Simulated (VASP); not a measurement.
# Sn3GeTe4 (R3m) in VASP: further runs, part 2 of 2

VASP 6.6.1.

## 4. Single point, PBE

This run uses another cell than the first one, of 32.41 Å³/atom, 1.004 times its volume.

Contents of INCAR:

```
ALGO = Normal ; EDIFF = 1E-6
ENCUT = 520 ; GGA = PE
ISIF = 2 ; ISMEAR = 0
LASPH = T ; LCHARG = F
LREAL = F ; LWAVE = F
NBANDS = 50 ; NELM = 80
PREC = Accurate ; SIGMA = 0.01
```

Contents of KPOINTS:

```
k-points
0
Gamma
  6 6 6
```

Contents of POSCAR:

```
Sn3GeTe4
1.0
    4.4707286542      2.5811763919      3.7446587712
   -4.4707286542      2.5811763919      3.7446587712
    0.0000000000     -5.1623527839      3.7446587712
Sn Ge Te
3 1 4
Direct
    0.4945306640      0.4945306640      0.9941219444
    0.4945306640      0.9941219444      0.4945306640
    0.9941219444      0.4945306640      0.4945306640
    0.9713189401      0.9713189401      0.9713189401
    0.5082842932      0.5082842932      0.5082842932
    0.0059203443      0.0059203443      0.5239857514
    0.0059203443      0.5239857514      0.0059203443
    0.5239857514      0.0059203443      0.0059203443
```

Potentials or basis: VASP PAW PBE potentials, release 64 (Sn_d, Ge_d, Te).

Run with:

```bash
$ cat potpaw_PBE.64/Sn_d/POTCAR potpaw_PBE.64/Ge_d/POTCAR potpaw_PBE.64/Te/POTCAR > POTCAR
$ mpirun -np 1 vasp_std > vasp.out
```

OUTCAR:

```text
EDIFF = 1E-6
   ENCUT = 520
   GGA = PE
   ISIF = 2
   ISMEAR = 0
   LASPH = T
   LREAL = F
   NELM = 80
   PREC = Accurate

 ion  position               nearest neighbor table
   1  0.495  0.495  0.994-   5 3.10   7 3.12   8 3.12   8 3.27   7 3.27   5 3.28
   2  0.495  0.994  0.495-   5 3.10   8 3.12   6 3.12   8 3.27   6 3.27   5 3.28
   3  0.994  0.495  0.495-   5 3.10   7 3.12   6 3.12   7 3.27   6 3.27   5 3.28
   4  0.971  0.971  0.971-   6 2.86   7 2.86   8 2.86
   5  0.508  0.508  0.508-   1 3.10   2 3.10   3 3.10   1 3.28   2 3.28   3 3.28
   6  0.006  0.006  0.524-   4 2.86   3 3.12   2 3.12   3 3.27   2 3.27
   7  0.006  0.524  0.006-   4 2.86   3 3.12   1 3.12   3 3.27   1 3.27
   8  0.524  0.006  0.006-   4 2.86   2 3.12   1 3.12   2 3.27   1 3.27

  LATTYP: Found a trigonal (rhomboedric) cell.
 ALAT       =     6.3774881872
 COS(alpha) =     0.0171498840

  Lattice vectors:

 A1 = (   4.4707286542,   2.5811763919,   3.7446587712)
 A2 = (  -4.4707286542,   2.5811763919,   3.7446587712)
 A3 = (   0.0000000000,  -5.1623527839,   3.7446587712)

Analysis of symmetry for initial positions (statically):
=====================================================================
 Subroutine PRICEL returns:
[... 186 lines left out ...]
 cond. band min:       6.0551455238   @ k =   0.5000   0.5000   0.5000
 fundamental gap:      0.2166991797
 Fermi energy:         5.9388300252

 k-point     1 :       0.0000    0.0000    0.0000
  band No.  band energies     occupation
      1     -19.1172      2.00000
      2     -19.1172      2.00000
      3     -19.1061      2.00000
      4     -19.1061      2.00000
      5     -19.1004      2.00000
      6     -15.8664      2.00000
[... 1261 lines left out ...]
     49       8.7649      0.00000
     50       9.0230      0.00000

 [... further k-points ...]
[... 5 lines left out ...]
  --------------------------------------------------------------------------------------
  -------------------------------------------------------------------------------------
  Total       -0.0334697     -0.0334697     -0.0393546      0.0000000      0.0000000     -0.0000000
  in kB       -0.2068252     -0.2068252     -0.2431904      0.0000000      0.0000000     -0.0000000
  external PRESSURE =      -0.2189469 kB  Pullay stress =       0.0000000 kB

 VOLUME and BASIS-vectors are now :
 -----------------------------------------------------------------------------
  energy-cutoff  :      520.00
  volume of cell :      259.27
      direct lattice vectors                 reciprocal lattice vectors
     4.470728654  2.581176392  3.744658771     0.111838592  0.064570041  0.089015676
    -4.470728654  2.581176392  3.744658771    -0.111838592  0.064570041  0.089015676
     0.000000000 -5.162352784  3.744658771     0.000000000 -0.129140083  0.089015676

 POSITION                                       TOTAL-FORCE (eV/Angst)
 -----------------------------------------------------------------------------------
      0.00000     -2.57907      7.42634         0.000000     -0.000586     -0.002524
     -2.23354      1.28953      7.42634        -0.000507      0.000293     -0.002524
      2.23354      1.28953      7.42634         0.000507      0.000293     -0.002524
      0.00000     -0.00000     10.91177         0.000000     -0.000000      0.012463
      0.00000     -0.00000      5.71005         0.000000     -0.000000      0.001323
      0.00000     -2.67444      2.00649         0.000000      0.007430     -0.002071
     -2.31613      1.33722      2.00649         0.006435     -0.003715     -0.002071
      2.31613      1.33722      2.00649        -0.006435     -0.003715     -0.002071
 -----------------------------------------------------------------------------------
    total drift:                                0.000000     -0.000013      0.000685

  FREE ENERGIE OF THE ION-ELECTRON SYSTEM (eV)
  ---------------------------------------------------
  free  energy   TOTEN  =       -30.4509287781 eV

  energy  without entropy=      -30.4509287781  energy(sigma->0) =      -30.45092878
```

Wall time 8.7 min (1 thread of Oxide Virtual Turin-like, shared host); peak memory 0.52 GiB.

What came out:

* Free energy: -30.4509 eV
* Pressure: 0.0 GPa
* Largest force: 0.012 eV/Å
* Band gap on the k mesh: 0.22 eV, direct

Forces on the atoms (eV/Å):
```
Sn   0.000 -0.001 -0.003
Sn  -0.001  0.000 -0.003
Sn   0.001  0.000 -0.003
Ge   0.000  0.000  0.012
Te   0.000  0.000  0.001
Te   0.000  0.007 -0.002
Te   0.006 -0.004 -0.002
Te  -0.006 -0.004 -0.002
```

Levels at points of the mesh, in eV from the valence-band top:
```tsv
k point	band 37	band 38	band 39	band 40	band 41	band 42	band 43	band 44
(0.00, 0.00, 0.00)	-3.13	-1.81	-1.81	-1.76	2.04	2.36	2.36	3.13
(0.50, 0.00, 0.00)	-1.80	-1.56	-0.81	-0.62	1.07	1.12	1.94	2.29
(0.50, 0.50, 0.00)	-1.20	-0.88	-0.74	-0.57	0.89	1.01	1.21	1.22
(0.50, 0.50, 0.50)	-0.63	-0.32	0.00	0.00	0.22	0.49	0.49	0.62
```

Caveat: spin-orbit coupling is left out, which moves the levels of the heavy elements. A k mesh can miss the band edges.

## 5. The runs side by side

| cell | k mesh | smearing | gap on the mesh (eV) | pressure (GPa) | largest force (eV/Å) |
| --- | --- | --- | --- | --- | --- |
| a = 6.368 Å, angles 89.2°, 8 atoms | 3 × 3 × 3 | gaussian 0.1 eV | 1.21 | 0.1 | 0.05 |
| a = 6.377 Å, angles 89.0°, 8 atoms | 6 × 6 × 6 | gaussian 0.02 eV | 0.22 | 0.0 | 0.01 |
| a = 6.377 Å, angles 89.0°, 8 atoms | 6 × 6 × 6 | gaussian 0.01 eV | 0.22 | 0.0 | 0.01 |

Alike in all rows: task single point; level PBE; potentials or basis VASP PAW PBE potentials, release 64 (Sn_d, Ge_d, Te); no spin polarisation; cutoff (eV) 520.

Caveats: spin-orbit coupling is left out, which moves the levels of the heavy elements.

Absolute energies hang on the potentials; compare differences alone.
